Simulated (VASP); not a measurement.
# TiAl (Cmmm) in VASP: single point with r2SCAN

Aim: the single point of TiAl with r2SCAN.

Everything below comes from runs of VASP 6.6.1. Logs are shortened: lines on timing, memory, paths and dates and some standing lists are left out, and cuts for length are marked.

## Step 1: The cell of the first run

The structure is orthorhombic, space group Cmmm (No. 65). Conventional cell: a = 4.412 Å, b = 4.580 Å, c = 3.179 Å, α = 90.00°, β = 90.00°, γ = 90.00°. Within 3.6 Å of Ti (site symmetry mmm) lie 8 Al at 2.72 to 2.79 Å and 6 Ti at 3.18 Å. Al (site symmetry mmm) has 8 Ti at 2.72 to 2.79 Å and 6 Al at 3.18 Å within 3.6 Å.

## Step 2: Single point, r2SCAN (strain +0.0375 x Voigt [0, 0, 0, 0, 0, 1])

Input file POSCAR:

```
TiAl
1.0
    3.1790640000      0.0596074500      0.0000000000
    0.0596074500      3.1790640000      0.0000000000
    0.0000000000      0.0000000000      3.1790640000
Ti Al
1 1
Direct
    0.0000000000      0.0000000000      0.0000000000
    0.5000000000      0.5000000000      0.5000000000
```

Input file INCAR.step1:

```
SYSTEM = TiAl
PREC = Accurate ; ENCUT = 520
ISMEAR = 0 ; SIGMA = 0.15
LREAL = .False. ; LASPH = .True.
NELM = 80 ; NBANDS = 14
GGA = PE ; ALGO = Normal
EDIFF = 1E-4 ; LWAVE = .True.
LCHARG = .False.
```

Input file INCAR.step2:

```
SYSTEM = TiAl
PREC = Accurate ; ENCUT = 520
EDIFF = 1E-6 ; ISMEAR = 0
SIGMA = 0.15 ; LREAL = .False.
LASPH = .True. ; NELM = 80
ALGO = Normal ; ISIF = 2
LWAVE = .False. ; LCHARG = .False.
METAGGA = R2SCAN ; LMIXTAU = .True.
NBANDS = 14 ; ISTART = 1
```

Input file KPOINTS:

```
Automatic mesh
0
Gamma
  16 16 16
  0 0 0
```

Potentials or basis: VASP PAW PBE potentials, release 64 (Ti_sv, Al).

Command:

```sh
$ cat potpaw_PBE.64/Ti_sv/POTCAR potpaw_PBE.64/Al/POTCAR > POTCAR
$ cp INCAR.step1 INCAR
$ mpirun -np 1 vasp_std > vasp.out
$ cp INCAR.step2 INCAR
$ mpirun -np 1 vasp_std > vasp.out
```

OUTCAR:

```text
SYSTEM = TiAl
   PREC = Accurate
   ENCUT = 520
   EDIFF = 1E-6
   ISMEAR = 0
   LREAL = .False.
   LASPH = .True.
   NELM = 80
   ISIF = 2
   METAGGA = R2SCAN
   ISTART = 1

 ion  position               nearest neighbor table
   1  0.000  0.000  0.000-   2 2.72   2 2.72   2 2.72   2 2.72   2 2.79   2 2.79   2 2.79   2 2.79

   2  0.500  0.500  0.500-   1 2.72   1 2.72   1 2.72   1 2.72   1 2.79   1 2.79   1 2.79   1 2.79

  LATTYP: Found a base centered orthorhombic cell.
 ALAT       =     4.4115777602
 B/A-ratio  =     1.0382165605
 C/A-ratio  =     0.7206183757

  Lattice vectors:

 A1 = (  -0.0596074500,  -3.1790640000,   0.0000000000)
 A2 = (   3.1790640000,   0.0596074500,   0.0000000000)
 A3 = (   0.0000000000,   0.0000000000,   3.1790640000)

Analysis of symmetry for initial positions (statically):
=====================================================================
 Subroutine PRICEL returns:
 Original cell was already a primitive cell.

 Routine SETGRP: Setting up the symmetry group for a
 base centered orthorhombic supercell.

 Subroutine GETGRP returns: Found  8 space group operations
 (whereof  8 operations were pure point group operations)
 out of a pool of  8 trial point group operations.

The static configuration has the point symmetry D_2h.

Analysis of symmetry for dynamics (positions and initial velocities):
=====================================================================
 Subroutine PRICEL returns:
 Original cell was already a primitive cell.

 Routine SETGRP: Setting up the symmetry group for a
 base centered orthorhombic supercell.

 Subroutine GETGRP returns: Found  8 space group operations
 (whereof  8 operations were pure point group operations)
 out of a pool of  8 trial point group operations.

The dynamic configuration has the point symmetry D_2h.

 Subroutine INISYM returns: Found  8 space group operations
 (whereof  8 operations are pure point group operations),
 and found     1 'primitive' translations

----------------------------------------------------------------------------------------

                                     Primitive cell

  volume of cell :      32.1177

  direct lattice vectors                    reciprocal lattice vectors
     3.179064000  0.059607450  0.000000000     0.314668621 -0.005900037  0.000000000
     0.059607450  3.179064000  0.000000000    -0.005900037  0.314668621  0.000000000
     0.000000000  0.000000000  3.179064000     0.000000000  0.000000000  0.314557996

  length of vectors
     3.179622771  3.179622771  3.179064000     0.314723929  0.314723929  0.314557996

  position of ions in fractional coordinates (direct lattice)
     0.000000000  0.000000000  0.000000000
     0.500000000  0.500000000  0.500000000

  ion indices of the primitive-cell ions
   primitive index   ion index
                 1           1
                 2           2

----------------------------------------------------------------------------------------

 KPOINTS: Automatic mesh

Automatic generation of k-mesh.
 Grid dimensions read from file:
 generate k-points for:   16   16   16

 Generating k-lattice:

  Cartesian coordinates                     Fractional coordinates (reciprocal lattice)
     0.019666789 -0.000368752  0.000000000     0.062500000  0.000000000  0.000000000
    -0.000368752  0.019666789  0.000000000     0.000000000  0.062500000  0.000000000
     0.000000000  0.000000000  0.019659875     0.000000000  0.000000000  0.062500000

  Length of vectors
     0.019670246  0.019670246  0.019659875

  Shift w.r.t. Gamma in fractional coordinates (k-lattice)
     0.000000000  0.000000000  0.000000000

 Subroutine IBZKPT returns following result:
 ===========================================

 Found    657 irreducible k-points:

 Following reciprocal coordinates:
            Coordinates               Weight
  0.000000  0.000000  0.000000      1.000000
  0.062500  0.000000  0.000000      4.000000
  0.125000  0.000000  0.000000      4.000000
  0.187500  0.000000  0.000000      4.000000
  0.250000  0.000000  0.000000      4.000000
  0.312500  0.000000  0.000000      4.000000
[... 16 lines left out ...]
 -0.125000  0.062500  0.000000      4.000000
 -0.062500  0.062500  0.000000      2.000000
 [... further k-points ...]
   k-points           NKPTS =    657   k-points in BZ     NKDIM =    657   number of bands    NBANDS=     14
   number of dos      NEDOS =    301   number of ions     NIONS =      2
   total plane-waves  NPLWV =  13824
   dimension x,y,z NGX =    24 NGY =   24 NGZ =   24
   dimension x,y,z NGXF=    48 NGYF=   48 NGZF=   48
   ions per type =               1   1
   NGX,Y,Z   is equivalent  to a cutoff of  12.55, 12.55, 12.55 a.u.
   NGXF,Y,Z  is equivalent  to a cutoff of  25.10, 25.10, 25.10 a.u.
 SYSTEM =  TiAl
   PREC   = accura    normal or accurate (medium, high low for compatibility)
   ISTART =      1    job   : 0-new  1-cont  2-samecut
   ICHARG =      0    charge: 1-file 2-atom 10-const
   ISPIN  =      1    spin polarized calculation?
   LNONCOLLINEAR =      F non collinear calculations
   LSORBIT =      F    spin-orbit coupling
   LASPH  =      T    aspherical Exc in radial PAW
   ENCUT  =  520.0 eV  38.22 Ry    6.18 a.u.   5.91  5.91  5.91*2*pi/ulx,y,z
   NELM   =     80;   NELMIN=  2; NELMDL=  0     # of ELM steps
   EDIFF  = 0.1E-05   stopping-criterion for ELM
   LREAL  =      F    real-space projection
   EDIFFG = 0.1E-04   stopping-criterion for IOM
   NSW    =      0    number of steps for IOM
   IBRION =     -1    ionic relax: 0-MD 1-quasi-New 2-CG
   NFREE  =      0    steps in history (QN), initial steepest desc. (CG)
   ISIF   =      2    stress and relaxation
   ISYM   =      2    0-nonsym 1-usesym 2-fastsym
   POTIM  = 0.5000    time-step for ionic-motion
   TEBEG  =    0.0;   TEEND  =   0.0 temperature during run
   PSTRESS=    0.0 pullay stress
   NELECT =      15.0000    total number of electrons
   NUPDOWN=      -1.0000    fix difference up-down
   EMIN   =  10.00;   EMAX   =-10.00  energy-range for DOS
   EFERMI =   0.00;   METHOD = LEGACY
   ISMEAR =     0;   SIGMA  =   0.15  broadening in eV -4-tet -1-fermi 0-gaus
   EFERMI_NEDOS =   21; number of points for ismear=-14 and -15
   IALGO  =     38    algorithm
   IMIX   =      4    mixing-type and parameters
     AMIX     =   0.40;   BMIX     =  1.00
     AMIX_MAG =   1.60;   BMIX_MAG =  1.00
  volume/ion in A,a.u.               =      16.06       108.37
  Fermi-wavevector in a.u.,A,eV,Ry     =   1.270155  2.400246 21.950210  1.613295
  Thomas-Fermi vector in A             =   2.403158
   LORBIT       =      0    0 simple, 1 ext, 2 COOP (PROOUT), +10 PAW based schemes
   METAGGA = R2SCAN    functional components
   LHFCALC =     F    Hartree Fock is set to
   AEXX    =    0.0000 exact exchange contribution
   IVDW    =     0    specifies the selected vdW correction
   LEPSILON=     F    determine dielectric tensor
   LRPA    =     F    only Hartree local field effects (RPA)
 non-spin polarized calculation
 Gauss-broadening in eV      SIGMA  =   0.15
  energy-cutoff  :      520.00
  volume of cell :       32.12
 maximum number of plane-waves:       890
   NGX = 11   NGY = 11   NGZ = 11

 number of electron      14.9999990 magnetization

 Free energy of the ion-electron system (eV)
  ---------------------------------------------------
  ext. energy  EPLUGINS =         0.00000000
  ---------------------------------------------------
  free energy    TOTEN  =       -20.31089836 eV

  energy without entropy =      -20.28829272  energy(sigma->0) =      -20.29959554

 E-fermi :   8.8260     XC(G=0): -11.9018

 val. band max:        8.8258458145   @ k =   0.3125   0.2500   0.1250
 cond. band min:       8.8262768252   @ k =   0.2500   0.2500   0.0000
 fundamental gap:      0.0004310107
 Fermi energy:         8.8259752878

 k-point     1 :       0.0000    0.0000    0.0000
  band No.  band energies     occupation
      1     -50.4471      2.00000
      2     -25.6216      2.00000
      3     -25.6011      2.00000
      4     -25.5817      2.00000
      5      -1.0279      2.00000
      6       7.2125      2.00000
      7       7.2225      2.00000
      8      10.7713      0.00000
      9      10.8625      0.00000
     10      10.9803      0.00000
     11      13.4029      0.00000
     12      13.4560      0.00000
     13      13.5370      0.00000
     14      17.9133      0.00000

 k-point     2 :       0.0625    0.0000    0.0000
  band No.  band energies     occupation
      1     -50.4465      2.00000
      2     -25.6251      2.00000
      3     -25.6005      2.00000
      4     -25.5846      2.00000
      5      -0.9623      2.00000
      6       7.1843      2.00000
      7       7.2455      2.00000
      8      10.6953      0.00000
      9      10.7420      0.00000
     10      10.9416      0.00000
     11      13.1665      0.00000
     12      13.6262      0.00000
     13      13.6517      0.00000
     14      17.8280      0.00000

 k-point     3 :       0.1250    0.0000    0.0000
  band No.  band energies     occupation
      1     -50.4447      2.00000
      2     -25.6386      2.00000
      3     -25.5988      2.00000
      4     -25.5895      2.00000
      5      -0.7666      2.00000
      6       7.0494      2.00000
      7       7.3334      2.00000
      8      10.4376      0.00000
      9      10.4544      0.00000
     10      10.9293      0.00000
     11      12.5652      0.00000
     12      14.0629      0.00000
     13      14.0775      0.00000
     14      17.5806      0.00000
[... 324 lines left out ...]
 k-point    23 :      -0.1250    0.0625    0.0000
  band No.  band energies     occupation
      1     -50.4441      2.00000
      2     -25.6405      2.00000
      3     -25.5982      2.00000
      4     -25.5943      2.00000
      5      -0.6915      2.00000
      6       7.0510      2.00000
      7       7.3068      2.00000
      8      10.3594      0.00000
      9      10.3758      0.00000
     10      10.8942      0.00000
     11      12.6886      0.00000
     12      13.7000      0.00000
     13      14.2292      0.00000
     14      17.7536      0.00000

 k-point    24 :      -0.0625    0.0625    0.0000
  band No.  band energies     occupation
      1     -50.4458      2.00000
      2     -25.6284      2.00000
      3     -25.5999      2.00000
      4     -25.5879      2.00000
      5      -0.8915      2.00000
      6       7.1746      2.00000
      7       7.2377      2.00000
      8      10.5962      0.00000
      9      10.6443      0.00000
     10      10.9308      0.00000
     11      13.2902      0.00000
     12      13.3398      0.00000
     13      13.7988      0.00000
     14      17.9190      0.00000

 [... further k-points ...]

------------------------ aborting loop because EDIFF is reached ----------------------------------------

  FORCE on cell =-STRESS in cart. coord.  units (eV):
  Direction    XX          YY          ZZ          XY          YZ          ZX
  --------------------------------------------------------------------------------------
  -------------------------------------------------------------------------------------
  Total       -0.1206625     -0.1206625     -0.0723682     -0.5862337      0.0000000      0.0000000
  in kB       -6.0191856     -6.0191856     -3.6100526    -29.2439667      0.0000000      0.0000000
  external PRESSURE =      -5.2161413 kB  Pullay stress =       0.0000000 kB

 VOLUME and BASIS-vectors are now :
 -----------------------------------------------------------------------------
  energy-cutoff  :      520.00
  volume of cell :       32.12
      direct lattice vectors                 reciprocal lattice vectors
     3.179064000  0.059607450  0.000000000     0.314668621 -0.005900037  0.000000000
     0.059607450  3.179064000  0.000000000    -0.005900037  0.314668621  0.000000000
     0.000000000  0.000000000  3.179064000     0.000000000  0.000000000  0.314557996

 POSITION                                       TOTAL-FORCE (eV/Angst)
 -----------------------------------------------------------------------------------
      0.00000      0.00000      0.00000        -0.000000      0.000000      0.000000
      1.61934      1.61934      1.58953         0.000000      0.000000      0.000000
 -----------------------------------------------------------------------------------
    total drift:                               -0.000000      0.000000      0.000000

  FREE ENERGIE OF THE ION-ELECTRON SYSTEM (eV)
  ---------------------------------------------------
  free  energy   TOTEN  =       -20.3108983583 eV

  energy  without entropy=      -20.2882927190  energy(sigma->0) =      -20.29959554
```

It took 11 min on 1 thread of AMD EPYC 7R43 (Zen 3), shared host; peak memory 0.35 GiB.

Results:

```yaml
Free_energy: -20.3109 eV
Pressure: -0.5 GPa
Band_gap_on_the_k_mesh: zero (an odd number of electrons rules out a gap without spin polarisation)
```

Caveat: the cell differs from its parent crystal (strain +0.0375 x Voigt [0, 0, 0, 0, 0, 1]); the PAW data sets were made with another functional, which shifts forces and pressure a little.
